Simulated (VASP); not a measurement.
Input of a VASP 6.6.1 run:

Contents of INCAR:

```
PREC = Accurate
ENCUT = 520
EDIFF = 1E-6
ISMEAR = 0
SIGMA = 0.1
LREAL = F
LASPH = T
NELM = 60
ALGO = Fast
ISIF = 2
LWAVE = F
LCHARG = F
GGA = PE
NBANDS = 26
```

Contents of KPOINTS:

```
Automatic mesh
0
Gamma
  10 10 10
```

The input POSCAR:

```
In
1.0
    4.6472838246      0.0000000000      0.0000000000
    0.0000000000      4.6472838246      0.0000000000
    0.0000000000      0.0000000000      4.6472838246
In
3
Direct
    0.5000000000      0.0000000000      0.0000000000
    0.0000000000      0.5000000000      0.0000000000
    0.0000000000      0.0000000000      0.5000000000
```

Potentials or basis: VASP PAW PBE potentials, release 64 (In_d).

Launch:

```bash
$ cat potpaw_PBE.64/In_d/POTCAR > POTCAR
$ mpirun -np 1 vasp_std > vasp.out
```

What does it give for the band gap on the k mesh?

Zero (an odd number of electrons rules out a gap without spin polarisation).

Predict the pressure.

-2.2 GPa.

Caveat: spin-orbit coupling is left out, which moves the levels of the heavy elements.
